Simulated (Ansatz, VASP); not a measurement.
# One calculation of Ge3S, two programs

POSCAR

```
Ge3S
1.0
    4.1714356929      0.0000000000      0.0000000000
    0.0000000000      4.1714356929      0.0000000000
    0.0000000000      0.0000000000      4.1714356929
Ge S
3 1
Direct
    0.0000000000      0.5000000000      0.5000000000
    0.5000000000      0.0000000000      0.5000000000
    0.5000000000      0.5000000000      0.0000000000
    0.0000000000      0.0000000000      0.0000000000
```

Contents of INCAR.step1:

```
SYSTEM = Ge3S
ALGO     = Normal         ! electronic algorithm
EDIFF    = 1E-4           ! SCF threshold, eV
ENCUT    = 520            ! plane-wave cutoff, eV
GGA      = PE             ! functional
ISMEAR   = 0              ! smearing method
LASPH    = .TRUE.         ! aspherical terms in the spheres
LCHARG   = .FALSE.        ! write CHGCAR
LREAL    = .FALSE.        ! projectors in reciprocal space
LWAVE    = .TRUE.         ! write WAVECAR
NBANDS   = 32             ! bands
NELM     = 100            ! most SCF steps
PREC     = Accurate       ! precision mode
SIGMA    = 0.1            ! smearing width, eV
```

Contents of INCAR.step2:

```
SYSTEM = Ge3S
ALGO     = Normal         ! electronic algorithm
EDIFF    = 1E-6           ! SCF threshold, eV
ENCUT    = 520            ! plane-wave cutoff, eV
ISIF     = 2              ! what is computed and relaxed
ISMEAR   = 0              ! smearing method
ISTART   = 1            
LASPH    = .TRUE.         ! aspherical terms in the spheres
LCHARG   = .FALSE.        ! write CHGCAR
LMIXTAU  = .TRUE.       
LREAL    = .FALSE.        ! projectors in reciprocal space
LWAVE    = .FALSE.        ! write WAVECAR
METAGGA  = R2SCAN         ! meta-GGA
NBANDS   = 32             ! bands
NELM     = 100            ! most SCF steps
PREC     = Accurate       ! precision mode
SIGMA    = 0.1            ! smearing width, eV
```

The input KPOINTS:

```
k-points
0
G
  4 4 4
  0 0 0
```

Input for Ansatz:

```yaml
crystal:
  lattice:
    - [4.1714356929, 0.0, 0.0]
    - [0.0, 4.1714356929, 0.0]
    - [0.0, 0.0, 4.1714356929]
  atoms:
    - { symbol: Ge, position: [0.0, 0.5, 0.5] }
    - { symbol: Ge, position: [0.5, 0.0, 0.5] }
    - { symbol: Ge, position: [0.5, 0.5, 0.0] }
    - { symbol: S, position: [0.0, 0.0, 0.0] }
basis:
  ecutwfc: 500
kpoints:
  mp_grid: { grid: [4, 4, 4] }
hamiltonian:
  xc: r2scan
scf:
  occupations: { method: gaussian, width: 0.1 }
  lower_state_search: "off"
output:
  forces: true
  stress: true
  eigenvalues: true
```

Alike in both runs: task single point; functional r2SCAN; k mesh 4 × 4 × 4; occupations gaussian, width 0.1 eV; no spin polarisation.

|  | VASP | Ansatz |
| --- | --- | --- |
| version | VASP 6.6.1 | Ansatz 0.2.0 |
| potentials or method | VASP PAW PBE potentials, release 64 (Ge_d, S), cutoff 520 eV | scalar-relativistic, plane waves, PAW |
| valence electrons in the cell | 48 | 48 |

Ansatz gave:

| Item | Value |
| --- | --- |
| gap on the k mesh at the Fermi level (eV) | none |
| pressure (GPa) | 2.2 |

Task: Which values does VASP return?

Result: gap on the k mesh at the Fermi level (eV): none; pressure (GPa): 2.1.

VASP's potentials were made for PBE, not for r2SCAN. A gap of «none» marks a metal or a gap that the smearing closes. With one functional, cell and mesh, what is left measures potentials, basis and numerics.

The k mesh is coarse, so the values compare programs but aren't converged.
